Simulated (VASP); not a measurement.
# Ru (Im-3m) in VASP: further runs

Runs on Ru. Level: BLYP. Tasks: single point.

Everything below comes from runs of VASP 6.6.1. Logs are shortened: lines on timing, memory, paths and dates and some standing lists are left out, and cuts for length are marked.

## 1. The cell of the first run

Symmetry: Im-3m, No. 229, cubic system. Conventional cell: a = 3.063 Å, b = 3.063 Å, c = 3.063 Å, α = 90.00°, β = 90.00°, γ = 90.00°. Ru (site symmetry m-3m) has 14 Ru at 2.65 to 3.06 Å within 3.5 Å.

## 2. Single point, BLYP (volume scaled by 0.96)

The input, INCAR:

```
SYSTEM = Ru
AGGAC = 1.0
AGGAX = 1.0
ALDAC = 0.0
ALDAX = 1.0
ALGO = Normal
EDIFF = 1E-6
ENCUT = 520
GGA = B5
ISIF = 2
ISMEAR = -1
LASPH = .TRUE.
LCHARG = .TRUE.
LELF = .TRUE.
LREAL = .FALSE.
LVHAR = .TRUE.
LWAVE = .FALSE.
NBANDS = 13
NELM = 80
PREC = Accurate
SIGMA = 0.1
```

The input, KPOINTS:

```
k-points
0
G
  16 16 16
  0 0 0
```

The input, POSCAR:

```
Ru
1.0
   -1.5314092655      1.5314092655      1.5314092655
    1.5314092655     -1.5314092655      1.5314092655
    1.5314092655      1.5314092655     -1.5314092655
Ru
1
Direct
    0.0000000000      0.0000000000      0.0000000000
```

Potentials or basis: VASP PAW PBE potentials, release 64 (Ru_pv).

On the command line:

```sh
$ cat potpaw_PBE.64/Ru_pv/POTCAR > POTCAR
$ mpirun -np 1 vasp_std > vasp.out
```

OUTCAR:

```text
SYSTEM = Ru
   EDIFF = 1E-6
   ENCUT = 520
   GGA = B5
   ISIF = 2
   ISMEAR = -1
   LASPH = .TRUE.
   LREAL = .FALSE.
   NELM = 80
   PREC = Accurate

 ion  position               nearest neighbor table
   1  0.000  0.000  0.000-

  LATTYP: Found a body centered cubic cell.
 ALAT       =     3.0628185310

  Lattice vectors:

 A1 = (  -1.5314092655,   1.5314092655,   1.5314092655)
 A2 = (   1.5314092655,  -1.5314092655,   1.5314092655)
 A3 = (   1.5314092655,   1.5314092655,  -1.5314092655)

Analysis of symmetry for initial positions (statically):
=====================================================================
 Subroutine PRICEL returns:
 Original cell was already a primitive cell.

 Routine SETGRP: Setting up the symmetry group for a
 body centered cubic supercell.

 Subroutine GETGRP returns: Found 48 space group operations
 (whereof 48 operations were pure point group operations)
 out of a pool of 48 trial point group operations.

The static configuration has the point symmetry O_h .

Analysis of symmetry for dynamics (positions and initial velocities):
=====================================================================
 Subroutine PRICEL returns:
 Original cell was already a primitive cell.

 Routine SETGRP: Setting up the symmetry group for a
 body centered cubic supercell.

 Subroutine GETGRP returns: Found 48 space group operations
 (whereof 48 operations were pure point group operations)
 out of a pool of 48 trial point group operations.

The dynamic configuration has the point symmetry O_h .

 Subroutine INISYM returns: Found 48 space group operations
 (whereof 48 operations are pure point group operations),
 and found     1 'primitive' translations

----------------------------------------------------------------------------------------

                                     Primitive cell

  volume of cell :      14.3659

  direct lattice vectors                    reciprocal lattice vectors
    -1.531409266  1.531409266  1.531409266     0.000000000  0.326496653  0.326496653
     1.531409266 -1.531409266  1.531409266     0.326496653  0.000000000  0.326496653
     1.531409266  1.531409266 -1.531409266     0.326496653  0.326496653  0.000000000

  length of vectors
     2.652478655  2.652478655  2.652478655     0.461735995  0.461735995  0.461735995

  position of ions in fractional coordinates (direct lattice)
     0.000000000  0.000000000  0.000000000

  ion indices of the primitive-cell ions
   primitive index   ion index
                 1           1

----------------------------------------------------------------------------------------

 KPOINTS: k-points

Automatic generation of k-mesh.
 Grid dimensions read from file:
 generate k-points for:   16   16   16

 Generating k-lattice:

  Cartesian coordinates                     Fractional coordinates (reciprocal lattice)
     0.000000000  0.020406041  0.020406041     0.062500000  0.000000000  0.000000000
     0.020406041  0.000000000  0.020406041     0.000000000  0.062500000  0.000000000
     0.020406041  0.020406041  0.000000000     0.000000000  0.000000000  0.062500000

  Length of vectors
     0.028858500  0.028858500  0.028858500

  Shift w.r.t. Gamma in fractional coordinates (k-lattice)
     0.000000000  0.000000000  0.000000000

 Subroutine IBZKPT returns following result:
 ===========================================

 Found    145 irreducible k-points:

 Following reciprocal coordinates:
            Coordinates               Weight
  0.000000  0.000000  0.000000      1.000000
  0.062500  0.000000  0.000000     12.000000
  0.125000  0.000000  0.000000     12.000000
  0.187500  0.000000  0.000000     12.000000
  0.250000  0.000000  0.000000     12.000000
  0.312500  0.000000  0.000000     12.000000
[... 16 lines left out ...]
  0.187500  0.187500  0.000000     24.000000
  0.250000  0.187500  0.000000     48.000000
 [... further k-points ...]
   k-points           NKPTS =    145   k-points in BZ     NKDIM =    145   number of bands    NBANDS=     13
   number of dos      NEDOS =    301   number of ions     NIONS =      1
   total plane-waves  NPLWV =   8000
   dimension x,y,z NGX =    20 NGY =   20 NGZ =   20
   dimension x,y,z NGXF=    40 NGYF=   40 NGZF=   40
   ions per type =               1
   NGX,Y,Z   is equivalent  to a cutoff of  12.54, 12.54, 12.54 a.u.
   NGXF,Y,Z  is equivalent  to a cutoff of  25.07, 25.07, 25.07 a.u.
 SYSTEM =  Ru
   PREC   = accura    normal or accurate (medium, high low for compatibility)
   ISTART =      0    job   : 0-new  1-cont  2-samecut
   ICHARG =      2    charge: 1-file 2-atom 10-const
   ISPIN  =      1    spin polarized calculation?
   LNONCOLLINEAR =      F non collinear calculations
   LSORBIT =      F    spin-orbit coupling
   LASPH  =      T    aspherical Exc in radial PAW
   ENCUT  =  520.0 eV  38.22 Ry    6.18 a.u.   4.93  4.93  4.93*2*pi/ulx,y,z
   NELM   =     80;   NELMIN=  2; NELMDL= -5     # of ELM steps
   EDIFF  = 0.1E-05   stopping-criterion for ELM
   LREAL  =      F    real-space projection
   EDIFFG = 0.1E-04   stopping-criterion for IOM
   NSW    =      0    number of steps for IOM
   IBRION =     -1    ionic relax: 0-MD 1-quasi-New 2-CG
   NFREE  =      0    steps in history (QN), initial steepest desc. (CG)
   ISIF   =      2    stress and relaxation
   ISYM   =      2    0-nonsym 1-usesym 2-fastsym
   POTIM  = 0.5000    time-step for ionic-motion
   TEBEG  =    0.0;   TEEND  =   0.0 temperature during run
   PSTRESS=    0.0 pullay stress
   NELECT =      14.0000    total number of electrons
   NUPDOWN=      -1.0000    fix difference up-down
   EMIN   =  10.00;   EMAX   =-10.00  energy-range for DOS
   EFERMI =   0.00;   METHOD = LEGACY
   ISMEAR =    -1;   SIGMA  =   0.10  broadening in eV -4-tet -1-fermi 0-gaus
   EFERMI_NEDOS =   21; number of points for ismear=-14 and -15
   IALGO  =     38    algorithm
   IMIX   =      4    mixing-type and parameters
     AMIX     =   0.40;   BMIX     =  1.00
     AMIX_MAG =   1.60;   BMIX_MAG =  1.00
  volume/ion in A,a.u.               =      14.37        96.95
  Fermi-wavevector in a.u.,A,eV,Ry     =   1.623079  3.067174 35.842976  2.634384
  Thomas-Fermi vector in A             =   2.716587
   LORBIT       =      0    0 simple, 1 ext, 2 COOP (PROOUT), +10 PAW based schemes
   GGA     = B5    functional components
   LHFCALC =     F    Hartree Fock is set to
   AEXX    =    0.0000 exact exchange contribution
   IVDW    =     0    specifies the selected vdW correction
   LEPSILON=     F    determine dielectric tensor
   LRPA    =     F    only Hartree local field effects (RPA)
 non-spin polarized calculation
  energy-cutoff  :      520.00
  volume of cell :       14.37
 maximum number of plane-waves:       402
   NGX =  9   NGY =  9   NGZ =  9

 number of electron      14.0000007 magnetization

 Free energy of the ion-electron system (eV)
  ---------------------------------------------------
  ext. energy  EPLUGINS =         0.00000000
  ---------------------------------------------------
  free energy    TOTEN  =        -7.35870595 eV

  energy without entropy =       -7.28881548  energy(sigma->0) =       -7.32376071

 E-fermi :  12.5157     XC(G=0): -13.1028

 val. band max:       12.5092864896   @ k =   0.3125   0.1875   0.0625
 cond. band min:      12.5166986748   @ k =   0.1250   0.0625  -0.0000
 fundamental gap:      0.0074121852
 Fermi energy:        12.5157211247

 k-point     1 :       0.0000    0.0000    0.0000
  band No.  band energies     occupation
      1     -29.8775      2.00000
      2     -29.8775      2.00000
      3     -29.8775      2.00000
      4       4.9312      2.00000
      5       9.8049      2.00000
      6       9.8049      2.00000
      7       9.8049      2.00000
      8      12.4304      1.40243
      9      12.4304      1.40243
     10      22.7961      0.00000
     11      29.9033      0.00000
     12      29.9033      0.00000
     13      29.9033      0.00000

 k-point     2 :       0.0625    0.0000    0.0000
  band No.  band energies     occupation
      1     -29.9137      2.00000
      2     -29.8892      2.00000
      3     -29.8776      2.00000
      4       5.0988      2.00000
      5       9.7309      2.00000
      6       9.8024      2.00000
      7       9.9468      2.00000
      8      12.3335      1.72164
      9      12.4351      1.38263
     10      22.7961      0.00000
     11      29.9908      0.00000
     12      30.0694      0.00000
     13      30.1600      0.00000

 k-point     3 :       0.1250    0.0000    0.0000
  band No.  band energies     occupation
      1     -30.0159      2.00000
      2     -29.9224      2.00000
      3     -29.8778      2.00000
      4       5.5716      2.00000
      5       9.5263      2.00000
      6       9.7847      2.00000
      7      10.3637      2.00000
      8      12.1231      1.96133
      9      12.4528      1.30468
     10      22.7960      0.00000
     11      30.1289      0.00000
     12      30.3501      0.00000
     13      30.9053      0.00000
[... 305 lines left out ...]
 k-point    23 :       0.1875    0.1875    0.0000
  band No.  band energies     occupation
      1     -30.4962      2.00000
      2     -30.0969      2.00000
      3     -29.9425      2.00000
      4       7.6277      2.00000
      5       8.8967      2.00000
      6       9.3629      2.00000
      7      11.8004      1.99844
      8      12.8547      0.06523
      9      13.9576      0.00000
     10      22.7948      0.00000
     11      27.5379      0.00000
     12      28.2839      0.00000
     13      32.1208      0.00000

 k-point    24 :       0.2500    0.1875    0.0000
  band No.  band energies     occupation
      1     -30.5878      2.00000
      2     -30.1731      2.00000
      3     -29.9544      2.00000
      4       7.6832      2.00000
      5       8.6799      2.00000
      6       9.8458      2.00000
      7      11.9661      1.99183
      8      12.9766      0.01974
      9      15.3814      0.00000
     10      22.7934      0.00000
     11      25.7550      0.00000
     12      27.2163      0.00000
     13      30.8435      0.00000

 [... further k-points ...]
[... 5 lines left out ...]
  --------------------------------------------------------------------------------------
  -------------------------------------------------------------------------------------
  Total        1.0279831      1.0279831      1.0279831     -0.0000000     -0.0000000      0.0000000
  in kB      114.6470114    114.6470114    114.6470114     -0.0000000     -0.0000000      0.0000000
  external PRESSURE =     114.6470114 kB  Pullay stress =       0.0000000 kB

 VOLUME and BASIS-vectors are now :
 -----------------------------------------------------------------------------
  energy-cutoff  :      520.00
  volume of cell :       14.37
      direct lattice vectors                 reciprocal lattice vectors
    -1.531409266  1.531409266  1.531409266     0.000000000  0.326496653  0.326496653
     1.531409266 -1.531409266  1.531409266     0.326496653  0.000000000  0.326496653
     1.531409266  1.531409266 -1.531409266     0.326496653  0.326496653  0.000000000

 POSITION                                       TOTAL-FORCE (eV/Angst)
 -----------------------------------------------------------------------------------
      0.00000      0.00000      0.00000        -0.000000      0.000000     -0.000000
 -----------------------------------------------------------------------------------
    total drift:                                0.000000     -0.000000      0.000000

  FREE ENERGIE OF THE ION-ELECTRON SYSTEM (eV)
  ---------------------------------------------------
  free  energy   TOTEN  =        -7.3587059468 eV

  energy  without entropy=       -7.2888154775  energy(sigma->0) =       -7.32376071
```

It took 36 s on 1 thread of Intel Xeon 8259CL, shared host; peak memory 0.14 GiB.

What came out:

```yaml
Free_energy: -7.3587 eV
Pressure: 11.5 GPa
Band_gap_on_the_k_mesh: zero (band 7 reaches 14.23 eV, above the bottom of band 8 at 10.93 eV)
```

Levels at points of the mesh, in eV from the Fermi level:
| k point | band 4 | band 5 | band 6 | band 7 | band 8 | band 9 | band 10 | band 11 |
| --- | --- | --- | --- | --- | --- | --- | --- | --- |
| (0.00, 0.00, 0.00) | -7.58 | -2.71 | -2.71 | -2.71 | -0.09 | -0.09 | 10.28 | 17.39 |
| (0.50, 0.00, 0.00) | -5.86 | -4.36 | -0.12 | 0.33 | 1.46 | 2.30 | 9.91 | 10.31 |
| (0.50, 0.50, 0.50) | -5.92 | -5.92 | 1.72 | 1.72 | 1.72 | 9.36 | 9.36 | 9.36 |

Caveat: the cell differs from its parent crystal (volume scaled by 0.96); the PAW data sets were made with another functional, which shifts forces and pressure a little.

## 3. Single point, BLYP

This run uses another cell than the first one, of 14.96 Å³/atom, 1.042 times its volume.

The input, INCAR:

```
SYSTEM = Ru
PREC = Accurate ; ENCUT = 520
EDIFF = 1E-6 ; ISMEAR = -1
SIGMA = 0.1 ; LREAL = .FALSE.
LASPH = .TRUE. ; NELM = 80
ALGO = Normal ; ISIF = 2
LWAVE = .FALSE. ; LCHARG = .FALSE.
GGA = B5 ; ALDAX = 1.0
AGGAX = 1.0 ; AGGAC = 1.0
ALDAC = 0.0 ; NBANDS = 13
```

The input, KPOINTS:

```
Automatic mesh
0
G
  16 16 16
  0 0 0
```

The input, POSCAR:

```
Ru
1.0
   -1.5523900818      1.5523900818      1.5523900818
    1.5523900818     -1.5523900818      1.5523900818
    1.5523900818      1.5523900818     -1.5523900818
Ru
1
Direct
    0.0000000000      0.0000000000      0.0000000000
```

Potentials or basis: VASP PAW PBE potentials, release 64 (Ru_pv).

On the command line:

```sh
$ cat potpaw_PBE.64/Ru_pv/POTCAR > POTCAR
$ mpirun -np 1 vasp_std > vasp.out
```

Run time: 35 s. Hardware: 1 thread of Intel Xeon 8259CL, shared host; peak memory 0.14 GiB.

The run converged. Its results:

```
Free energy            : -7.3809 eV
Pressure               : 0.6 GPa
Band gap on the k mesh : zero (band 7 reaches 13.42 eV, above the bottom of band 8 at 10.34 eV)
```

Levels at points of the mesh, in eV from the Fermi level:
```csv
k point,band 5,band 6,band 7,band 8,band 9,band 10
"(0.00, 0.00, 0.00)",-2.55,-2.55,-2.55,-0.07,-0.07,10.33
"(0.50, 0.00, 0.00)",-4.11,-0.12,0.31,1.44,2.15,9.44
"(0.50, 0.50, 0.50)",-5.56,1.61,1.61,1.61,9.13,9.13
```

Caveat: the PAW data sets were made with another functional, which shifts forces and pressure a little.

## 4. Single point, BLYP (volume scaled by 1.04)

The input, INCAR:

```
SYSTEM = Ru
  AGGAC = 1.0
  AGGAX = 1.0
  ALDAC = 0.0
  ALDAX = 1.0
  ALGO = Normal
  EDIFF = 1E-6
  ENCUT = 520
  GGA = B5
  ISIF = 2
  ISMEAR = -1
  LASPH = .True.
  LCHARG = .False.
  LREAL = .False.
  LWAVE = .False.
  NBANDS = 13
  NELM = 80
  PREC = Accurate
  SIGMA = 0.1
```

The input, KPOINTS:

```
k-points
0
Gamma
  16 16 16
  0 0 0
```

The input, POSCAR:

```
Ru
1.0
   -1.5728186098      1.5728186098      1.5728186098
    1.5728186098     -1.5728186098      1.5728186098
    1.5728186098      1.5728186098     -1.5728186098
Ru
1
Direct
    0.0000000000      0.0000000000      0.0000000000
```

On the command line:

```sh
$ cat potpaw_PBE.64/Ru_pv/POTCAR > POTCAR
$ mpirun -np 1 vasp_std > vasp.out
```

Run time: 35 s. Hardware: 1 thread of Intel Xeon 8259CL, shared host; peak memory 0.15 GiB.

The run converged. Its results:

| Item | Value |
| --- | --- |
| Free energy | -7.3671 eV |
| Pressure | -7.9 GPa |
| Band gap on the k mesh | zero (band 7 reaches 12.66 eV, above the bottom of band 8 at 9.78 eV) |

Levels at points of the mesh, in eV from the Fermi level:
```
           k point  band 5  band 6  band 7  band 8  band 9  band 10
(0.00, 0.00, 0.00)   -2.41   -2.41   -2.41   -0.06   -0.06    10.39
(0.50, 0.00, 0.00)   -3.87   -0.12    0.28    1.43    2.02     9.00
(0.50, 0.50, 0.50)   -5.24    1.51    1.51    1.51    8.91     8.91
```

Caveat: the cell differs from its parent crystal (volume scaled by 1.04); the PAW data sets were made with another functional, which shifts forces and pressure a little.

## 5. Single point, BLYP (volume scaled by 1.08)

The input, INCAR:

```
SYSTEM = Ru
AGGAC    = 1.0          
AGGAX    = 1.0          
ALDAC    = 0.0          
ALDAX    = 1.0          
ALGO     = Normal         ! electronic algorithm
EDIFF    = 1E-7           ! SCF threshold, eV
ENCUT    = 520            ! plane-wave cutoff, eV
GGA      = B5             ! functional
ISIF     = 2              ! what is computed and relaxed
ISMEAR   = -1             ! smearing method
LASPH    = .True.         ! aspherical terms in the spheres
LCHARG   = .False.        ! write CHGCAR
LREAL    = .False.        ! projectors in reciprocal space
LWAVE    = .False.        ! write WAVECAR
NBANDS   = 13             ! bands
NELM     = 100            ! most SCF steps
PREC     = Accurate       ! precision mode
SIGMA    = 0.1            ! smearing width, eV
```

KPOINTS is that of step 4.

The input, POSCAR:

```
Ru
1.0
   -1.5927298198      1.5927298198      1.5927298198
    1.5927298198     -1.5927298198      1.5927298198
    1.5927298198      1.5927298198     -1.5927298198
Ru
1
Direct
    0.0000000000      0.0000000000      0.0000000000
```

On the command line:

```sh
$ cat potpaw_PBE.64/Ru_pv/POTCAR > POTCAR
$ mpirun -np 1 vasp_std > vasp.out
```

Wall time 43 s (1 thread of Intel Xeon 8259CL, shared host); peak memory 0.16 GiB.

Results (log left out):

* Free energy: -7.3250 eV
* Pressure: -14.6 GPa
* Band gap on the k mesh: zero (band 7 reaches 11.97 eV, above the bottom of band 8 at 9.26 eV)

Levels at points of the mesh, in eV from the Fermi level:
```tsv
k point	band 5	band 6	band 7	band 8	band 9	band 10
(0.00, 0.00, 0.00)	-2.28	-2.28	-2.28	-0.05	-0.05	10.45
(0.50, 0.00, 0.00)	-3.66	-0.11	0.26	1.43	1.89	8.59
(0.50, 0.50, 0.50)	-4.94	1.42	1.42	1.42	8.72	8.72
```

Caveat: the cell differs from its parent crystal (volume scaled by 1.08); the PAW data sets were made with another functional, which shifts forces and pressure a little.

## 6. Single point, BLYP (volume scaled by 1.12)

The input, INCAR:

```
AGGAC = 1.0
AGGAX = 1.0
ALDAC = 0.0
ALDAX = 1.0
ALGO = Normal
EDIFF = 1E-6
ENCUT = 520
GGA = B5
ISIF = 2
ISMEAR = -1
LASPH = T
LCHARG = F
LREAL = F
LWAVE = F
NBANDS = 13
NELM = 100
PREC = Accurate
SIGMA = 0.1
```

The input, KPOINTS:

```
k-points
0
Gamma
  16 16 16
```

The input, POSCAR:

```
Ru
1.0
   -1.6121552687      1.6121552687      1.6121552687
    1.6121552687     -1.6121552687      1.6121552687
    1.6121552687      1.6121552687     -1.6121552687
Ru
1
Direct
    0.0000000000      0.0000000000      0.0000000000
```

Potentials or basis: VASP PAW PBE potentials, release 64 (Ru_pv).

On the command line:

```sh
$ cat potpaw_PBE.64/Ru_pv/POTCAR > POTCAR
$ mpirun -np 1 vasp_std > vasp.out
```

Run time: 40 s. Hardware: 1 thread of Intel Xeon 8259CL, shared host; peak memory 0.16 GiB.

Results (log left out):

| Item | Value |
| --- | --- |
| Free energy | -7.2609 eV |
| Pressure | -19.8 GPa |
| Band gap on the k mesh | zero (band 7 reaches 11.32 eV, above the bottom of band 8 at 8.77 eV) |

Levels at points of the mesh, in eV from the Fermi level:
| k point | band 3 | band 4 | band 5 | band 6 | band 7 | band 8 | band 9 | band 10 | band 11 | band 12 |
| --- | --- | --- | --- | --- | --- | --- | --- | --- | --- | --- |
| (0.00, 0.00, 0.00) | -42.28 | -6.66 | -2.16 | -2.16 | -2.16 | -0.05 | -0.05 | 10.51 | 17.14 | 17.14 |
| (0.50, 0.00, 0.00) | -42.28 | -4.75 | -3.47 | -0.11 | 0.25 | 1.43 | 1.78 | 8.21 | 10.51 | 13.54 |
| (0.50, 0.50, 0.50) | -42.67 | -4.67 | -4.67 | 1.34 | 1.34 | 1.34 | 8.53 | 8.53 | 8.53 | 10.50 |

Caveat: the cell differs from its parent crystal (volume scaled by 1.12); the PAW data sets were made with another functional, which shifts forces and pressure a little.

## 7. Overview

| cell | gap on the mesh (eV) | pressure (GPa) |
| --- | --- | --- |
| a = 2.652 Å, angles 109.5°, 1 atom | none | 11.5 |
| a = 2.689 Å, angles 109.5°, 1 atom | none | 0.6 |
| a = 2.724 Å, angles 109.5°, 1 atom | none | -7.9 |
| a = 2.759 Å, angles 109.5°, 1 atom | none | -14.6 |
| a = 2.792 Å, angles 109.5°, 1 atom | none | -19.8 |

Alike in all rows: task single point; level BLYP; potentials or basis VASP PAW PBE potentials, release 64 (Ru_pv); no spin polarisation; k mesh 16 × 16 × 16; cutoff (eV) 520; smearing fermi-dirac 0.1 eV.

Caveats: the PAW data sets were made with another functional, which shifts forces and pressure a little.

Total energies depend on the potentials used, so only differences within one code and one set of settings carry meaning.
